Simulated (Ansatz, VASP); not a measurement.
PtS2: VASP beside Ansatz

INCAR

```
SYSTEM = PtS2
  PREC = Accurate
  ENCUT = 520
  EDIFF = 1E-6
  ISMEAR = -1
  SIGMA = 0.05
  LREAL = .False.
  LASPH = .True.
  NELM = 150
  ALGO = Normal
  ISIF = 2
  LWAVE = .False.
  LCHARG = .False.
  LMAXMIX = 4
  LDAU = .True.
  LDAUTYPE = 2
  LDAUL = 2 -1
  LDAUU = 4 0
  LDAUJ = 0 0
  LDAUPRINT = 1
  GGA = PS
  NBANDS = 18
```

KPOINTS

```
Automatic mesh
0
Gamma
  9 9 5
  0 0 0
```

Contents of POSCAR:

```
PtS2
1.0
    3.5432000000      0.0000000000      0.0000000000
   -1.7716000000      3.0685012107      0.0000000000
    0.0000000000      0.0000000000      5.0388000000
Pt S
1 2
Direct
    0.0000000000      0.0000000000      0.0000000000
    0.6666666667      0.3333333333      0.7730000000
    0.3333333333      0.6666666667      0.2270000000
```

File input.yaml:

```yaml
crystal:
  lattice:
    - [3.5432, 0.0, 0.0]
    - [-1.7716, 3.0685012107, 0.0]
    - [0.0, 0.0, 5.0388]
  atoms:
    - { symbol: Pt, position: [0.0, 0.0, 0.0] }
    - { symbol: S, position: [0.6666666667, 0.3333333333, 0.773] }
    - { symbol: S, position: [0.3333333333, 0.6666666667, 0.227] }
kpoints:
  mp_grid: { grid: [9, 9, 5] }
scf:
  occupations: { method: fermi_dirac, width: 0.05 }
hamiltonian:
  xc: pbesol
  pseudopotentials: { kind: all_electron, lapw: { basis_error: 0.002 } }
  hubbard:
    sites: [{ species: Pt, l: d, u_eff: 4 }]
    double_counting: fll
    projectors: ortho-atomic
output:
  forces: true
  stress: true
  eigenvalues: true
  dos: { projected: false, de: 0.1, e_range: [-10, 8] }
  hubbard: {}
```

Alike in both runs: functional PBEsol; k mesh 9 × 9 × 5; occupations fermi-dirac, width 0.05 eV; no spin polarisation; Hubbard terms Pt d U = 4.0 eV.

```csv
,VASP,Ansatz
version,VASP 6.6.1,Ansatz 0.2.0
potentials or method,"VASP PAW PBE potentials, release 64 (Pt, S), cutoff 520 eV","all-electron LAPW, scalar-relativistic"
task,single point,density of states
```

|  | VASP | Ansatz | Ansatz less VASP |
| --- | --- | --- | --- |
| gap on the k mesh at the Fermi level (eV) | 0.86 | 0.89 | +0.027 |
| least direct gap on the mesh (eV) | 0.97 | 0.98 | +0.010 |
| pressure (GPa) | 2.7 | 6.9 | +4.20 |
| traceless stress, the component that is largest in VASP (GPa) | 1.24 | -0.48 | -1.721 |
| rms of the force components (eV/Å) | 0.313 | 0.496 | +0.1832 |

VASP's potentials were made for PBE, not for PBEsol. The programs project onto different local orbitals, so the same U acts differently, and such runs can settle in different states. Atom by atom the forces differ by 0.183 eV/Å (rms over components). Ansatz ran all-electron here, and VASP with PAW potentials.

Spin-orbit coupling is off throughout. Noted on Ansatz's run: U is the effective U less J, on atomic orbitals that reach past the spheres.
